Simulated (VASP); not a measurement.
# Bi (P4/mmm) in VASP: notebook

Bi is run at these levels: PBE; tasks: single point.

All numbers are computed with VASP 6.6.1; they aren't measurements. Logs are shortened: lines on timing, memory, paths and dates and some standing lists are left out, and cuts for length are marked.

## Step 1: The cell of the first run

The structure is tetragonal, space group P4/mmm (No. 123). Conventional cell: a = 3.196 Å, b = 3.196 Å, c = 3.480 Å, α = 90.00°, β = 90.00°, γ = 90.00°. Within 4.2 Å of Bi (site symmetry 4/mmm) lie 6 Bi at 3.20 to 3.48 Å.

## Step 2: Single point, PBE

File INCAR:

```
PREC = Accurate
ENCUT = 520
EDIFF = 1E-6
ISMEAR = 0
SIGMA = 0.1
LREAL = F
LASPH = T
NELM = 60
ALGO = Fast
ISIF = 2
LWAVE = F
LCHARG = T
GGA = PE
LELF = T
LVHAR = T
NBANDS = 14
```

File KPOINTS:

```
Automatic mesh
0
Gamma
  6 6 4
```

File POSCAR:

```
Bi
1.0
    3.1959972414      0.0000000000      0.0000000000
    0.0000000000      3.1959972414      0.0000000000
    0.0000000000      0.0000000000      3.4804084068
Bi
1
Direct
    0.5000000000      0.5000000000      0.0000000000
```

Potentials or basis: VASP PAW PBE potentials, release 64 (Bi_d).

On the command line:

```sh
$ cat potpaw_PBE.64/Bi_d/POTCAR > POTCAR
$ mpirun -np 1 vasp_std > vasp.out
```

OUTCAR:

```text
PREC = Accurate
   ENCUT = 520
   EDIFF = 1E-6
   ISMEAR = 0
   LREAL = F
   LASPH = T
   NELM = 60
   ISIF = 2
   GGA = PE

 ion  position               nearest neighbor table
   1  0.500  0.500  0.000-

  LATTYP: Found a simple tetragonal cell.
 ALAT       =     3.1959972414
 C/A-ratio  =     1.0889898032

  Lattice vectors:

 A1 = (   3.1959972414,   0.0000000000,   0.0000000000)
 A2 = (   0.0000000000,   3.1959972414,   0.0000000000)
 A3 = (   0.0000000000,   0.0000000000,   3.4804084068)

Analysis of symmetry for initial positions (statically):
=====================================================================
 Subroutine PRICEL returns:
 Original cell was already a primitive cell.

 Routine SETGRP: Setting up the symmetry group for a
 simple tetragonal supercell.

 Subroutine GETGRP returns: Found 16 space group operations
 (whereof 16 operations were pure point group operations)
 out of a pool of 16 trial point group operations.

The static configuration has the point symmetry D_4h.

Analysis of symmetry for dynamics (positions and initial velocities):
=====================================================================
 Subroutine PRICEL returns:
 Original cell was already a primitive cell.

 Routine SETGRP: Setting up the symmetry group for a
 simple tetragonal supercell.

 Subroutine GETGRP returns: Found 16 space group operations
 (whereof 16 operations were pure point group operations)
 out of a pool of 16 trial point group operations.

The dynamic configuration has the point symmetry D_4h.

 Subroutine INISYM returns: Found 16 space group operations
 (whereof 16 operations are pure point group operations),
 and found     1 'primitive' translations

----------------------------------------------------------------------------------------

                                     Primitive cell

  volume of cell :      35.5503

  direct lattice vectors                    reciprocal lattice vectors
     3.195997241  0.000000000  0.000000000     0.312891384  0.000000000  0.000000000
     0.000000000  3.195997241  0.000000000     0.000000000  0.312891384  0.000000000
     0.000000000  0.000000000  3.480408407     0.000000000  0.000000000  0.287322602

  length of vectors
     3.195997241  3.195997241  3.480408407     0.312891384  0.312891384  0.287322602

  position of ions in fractional coordinates (direct lattice)
     0.500000000  0.500000000  0.000000000

  ion indices of the primitive-cell ions
   primitive index   ion index
                 1           1

----------------------------------------------------------------------------------------

 KPOINTS: Automatic mesh

Automatic generation of k-mesh.
 Grid dimensions read from file:
 generate k-points for:    6    6    4

 Generating k-lattice:

  Cartesian coordinates                     Fractional coordinates (reciprocal lattice)
     0.052148564  0.000000000  0.000000000     0.166666667  0.000000000  0.000000000
     0.000000000  0.052148564  0.000000000     0.000000000  0.166666667  0.000000000
     0.000000000  0.000000000  0.071830651     0.000000000  0.000000000  0.250000000

  Length of vectors
     0.052148564  0.052148564  0.071830651

  Shift w.r.t. Gamma in fractional coordinates (k-lattice)
     0.000000000  0.000000000  0.000000000

 Subroutine IBZKPT returns following result:
 ===========================================

 Found     30 irreducible k-points:

 Following reciprocal coordinates:
            Coordinates               Weight
  0.000000  0.000000  0.000000      1.000000
  0.166667  0.000000  0.000000      4.000000
  0.333333  0.000000  0.000000      4.000000
  0.500000  0.000000  0.000000      2.000000
  0.166667  0.166667  0.000000      4.000000
  0.333333  0.166667  0.000000      8.000000
[... 16 lines left out ...]
  0.333333  0.000000  0.500000      4.000000
  0.500000  0.000000  0.500000      2.000000
 [... further k-points ...]
   k-points           NKPTS =     30   k-points in BZ     NKDIM =     30   number of bands    NBANDS=     14
   number of dos      NEDOS =    301   number of ions     NIONS =      1
   total plane-waves  NPLWV =  16128
   dimension x,y,z NGX =    24 NGY =   24 NGZ =   28
   dimension x,y,z NGXF=    48 NGYF=   48 NGZF=   56
   ions per type =               1
   NGX,Y,Z   is equivalent  to a cutoff of  12.48, 12.48, 13.37 a.u.
   NGXF,Y,Z  is equivalent  to a cutoff of  24.97, 24.97, 26.75 a.u.
 SYSTEM =  unknown system
   PREC   = accura    normal or accurate (medium, high low for compatibility)
   ISTART =      0    job   : 0-new  1-cont  2-samecut
   ICHARG =      2    charge: 1-file 2-atom 10-const
   ISPIN  =      1    spin polarized calculation?
   LNONCOLLINEAR =      F non collinear calculations
   LSORBIT =      F    spin-orbit coupling
   LASPH  =      T    aspherical Exc in radial PAW
   ENCUT  =  520.0 eV  38.22 Ry    6.18 a.u.   5.94  5.94  6.47*2*pi/ulx,y,z
   NELM   =     60;   NELMIN=  2; NELMDL= -5     # of ELM steps
   EDIFF  = 0.1E-05   stopping-criterion for ELM
   LREAL  =      F    real-space projection
   EDIFFG = 0.1E-04   stopping-criterion for IOM
   NSW    =      0    number of steps for IOM
   IBRION =     -1    ionic relax: 0-MD 1-quasi-New 2-CG
   NFREE  =      0    steps in history (QN), initial steepest desc. (CG)
   ISIF   =      2    stress and relaxation
   ISYM   =      2    0-nonsym 1-usesym 2-fastsym
   POTIM  = 0.5000    time-step for ionic-motion
   TEBEG  =    0.0;   TEEND  =   0.0 temperature during run
   PSTRESS=    0.0 pullay stress
   NELECT =      15.0000    total number of electrons
   NUPDOWN=      -1.0000    fix difference up-down
   EMIN   =  10.00;   EMAX   =-10.00  energy-range for DOS
   EFERMI =   0.00;   METHOD = LEGACY
   ISMEAR =     0;   SIGMA  =   0.10  broadening in eV -4-tet -1-fermi 0-gaus
   EFERMI_NEDOS =   21; number of points for ismear=-14 and -15
   IALGO  =     68    algorithm
   IMIX   =      4    mixing-type and parameters
     AMIX     =   0.40;   BMIX     =  1.00
     AMIX_MAG =   1.60;   BMIX_MAG =  1.00
  volume/ion in A,a.u.               =      35.55       239.91
  Fermi-wavevector in a.u.,A,eV,Ry     =   1.227885  2.320366 20.513515  1.507701
  Thomas-Fermi vector in A             =   2.362831
   LORBIT       =      0    0 simple, 1 ext, 2 COOP (PROOUT), +10 PAW based schemes
   GGA     = PE    functional components
   LHFCALC =     F    Hartree Fock is set to
   AEXX    =    0.0000 exact exchange contribution
   IVDW    =     0    specifies the selected vdW correction
   LEPSILON=     F    determine dielectric tensor
   LRPA    =     F    only Hartree local field effects (RPA)
 non-spin polarized calculation
 RMM-DIIS sequential band-by-band and
 Gauss-broadening in eV      SIGMA  =   0.10
  energy-cutoff  :      520.00
  volume of cell :       35.55
 maximum number of plane-waves:       970
 NGX is ok and might be reduce to    24
   NGX = 11   NGY = 11   NGZ = 13

 number of electron      15.0000007 magnetization

 Free energy of the ion-electron system (eV)
  ---------------------------------------------------
  ext. energy  EPLUGINS =         0.00000000
  ---------------------------------------------------
  free energy    TOTEN  =        -3.82270871 eV

  energy without entropy =       -3.81953314  energy(sigma->0) =       -3.82112092

 E-fermi :   5.8580     XC(G=0):  -9.5186

 val. band max:        5.8127651170   @ k =   0.3333   0.3333   0.5000
 cond. band min:       6.1027885464   @ k =   0.5000   0.0000   0.2500
 fundamental gap:      0.2900234294
 Fermi energy:         5.8579699738

 k-point     1 :       0.0000    0.0000    0.0000
  band No.  band energies     occupation
      1     -16.7851      2.00000
      2     -16.6904      2.00000
      3     -16.4391      2.00000
      4     -16.4391      2.00000
      5     -16.4107      2.00000
      6      -6.7552      2.00000
      7       7.9131      0.00000
      8       9.9618      0.00000
      9       9.9618      0.00000
     10      11.7026      0.00000
     11      14.0552      0.00000
     12      14.5940      0.00000
     13      22.1824      0.00000
     14      23.3270      0.00000

 k-point     2 :       0.1667    0.0000    0.0000
  band No.  band energies     occupation
      1     -16.7409      2.00000
      2     -16.6507      2.00000
      3     -16.4653      2.00000
      4     -16.4370      2.00000
      5     -16.4353      2.00000
      6      -6.3918      2.00000
      7       6.7134      0.00000
      8       8.3092      0.00000
      9      10.3726      0.00000
     10      12.2014      0.00000
     11      14.5902      0.00000
     12      18.0359      0.00000
     13      20.7919      0.00000
     14      20.9076      0.00000

 k-point     3 :       0.3333    0.0000    0.0000
  band No.  band energies     occupation
      1     -16.7133      2.00000
      2     -16.5171      2.00000
      3     -16.5104      2.00000
      4     -16.4840      2.00000
      5     -16.4328      2.00000
      6      -5.4198      2.00000
      7       3.0414      2.00000
      8       9.2772      0.00000
      9      11.3770      0.00000
     10      13.2382      0.00000
     11      15.4607      0.00000
     12      17.6083      0.00000
     13      18.0807      0.00000
     14      19.2957      0.00000

 k-point     4 :       0.5000    0.0000    0.0000
  band No.  band energies     occupation
      1     -16.7069      2.00000
      2     -16.5429      2.00000
      3     -16.5081      2.00000
      4     -16.4329      2.00000
      5     -16.4306      2.00000
      6      -4.6804      2.00000
      7       1.3438      2.00000
      8       9.9186      0.00000
      9      12.0436      0.00000
     10      14.9524      0.00000
     11      15.0693      0.00000
     12      16.7973      0.00000
     13      16.8026      0.00000
     14      17.2255      0.00000

 k-point     5 :       0.1667    0.1667    0.0000
  band No.  band energies     occupation
      1     -16.6643      2.00000
      2     -16.6426      2.00000
      3     -16.4637      2.00000
      4     -16.4622      2.00000
      5     -16.4617      2.00000
      6      -6.0295      2.00000
      7       7.0062      0.00000
      8       7.2130      0.00000
      9       8.7084      0.00000
     10      12.6548      0.00000
     11      17.5922      0.00000
[... 276 lines left out ...]
 k-point    22 :       0.1667    0.0000    0.5000
  band No.  band energies     occupation
      1     -16.7261      2.00000
      2     -16.5193      2.00000
      3     -16.5082      2.00000
      4     -16.4753      2.00000
      5     -16.4322      2.00000
      6      -5.1470      2.00000
      7       1.9465      2.00000
      8       8.1447      0.00000
      9      11.6914      0.00000
     10      13.5768      0.00000
     11      16.5832      0.00000
     12      17.2083      0.00000
     13      19.1252      0.00000
     14      20.0735      0.00000

 k-point    23 :       0.3333    0.0000    0.5000
  band No.  band energies     occupation
      1     -16.6638      2.00000
      2     -16.5683      2.00000
      3     -16.4803      2.00000
      4     -16.4703      2.00000
      5     -16.4075      2.00000
      6      -4.1881      2.00000
      7       2.9344      2.00000
      8       4.3988      2.00000
      9      10.4107      0.00000
     10      12.7255      0.00000
     11      17.2697      0.00000
     12      18.1666      0.00000
     13      20.0116      0.00000
     14      21.0825      0.00000

 k-point    24 :       0.5000    0.0000    0.5000
  band No.  band energies     occupation
      1     -16.6474      2.00000
      2     -16.5980      2.00000
      3     -16.5042      2.00000
      4     -16.4678      2.00000
      5     -16.3365      2.00000
      6      -3.4548      2.00000
      7       2.6634      2.00000
      8       3.6530      2.00000
      9       8.9607      0.00000
     10      13.3958      0.00000
     11      18.0506      0.00000
     12      18.8995      0.00000
     13      19.5533      0.00000
     14      21.0148      0.00000

 [... further k-points ...]
[... 5 lines left out ...]
  --------------------------------------------------------------------------------------
  -------------------------------------------------------------------------------------
  Total        0.0349093      0.0349093     -0.0289768      0.0000000      0.0000000     -0.0000000
  in kB        1.5732915      1.5732915     -1.3059234      0.0000000      0.0000000     -0.0000000
  external PRESSURE =       0.6135532 kB  Pullay stress =       0.0000000 kB

 VOLUME and BASIS-vectors are now :
 -----------------------------------------------------------------------------
  energy-cutoff  :      520.00
  volume of cell :       35.55
      direct lattice vectors                 reciprocal lattice vectors
     3.195997241  0.000000000  0.000000000     0.312891384  0.000000000  0.000000000
     0.000000000  3.195997241  0.000000000     0.000000000  0.312891384  0.000000000
     0.000000000  0.000000000  3.480408407     0.000000000  0.000000000  0.287322602

 POSITION                                       TOTAL-FORCE (eV/Angst)
 -----------------------------------------------------------------------------------
      1.59800      1.59800      0.00000         0.000000      0.000000      0.000000
 -----------------------------------------------------------------------------------
    total drift:                                0.000000     -0.000000     -0.000000

  FREE ENERGIE OF THE ION-ELECTRON SYSTEM (eV)
  ---------------------------------------------------
  free  energy   TOTEN  =        -3.8227087052 eV

  energy  without entropy=       -3.8195331390  energy(sigma->0) =       -3.82112092
```

Run time: 7.9 s. Hardware: 1 thread of Intel Xeon 6975P-C, shared host; peak memory 0.14 GiB.

Results:

* Free energy: -3.8227 eV
* Pressure: 0.1 GPa

Caveat: the k points lie up to 0.45 Å⁻¹ apart; spin-orbit coupling is left out, which moves the levels of the heavy elements.

[end of part 1 of 2]
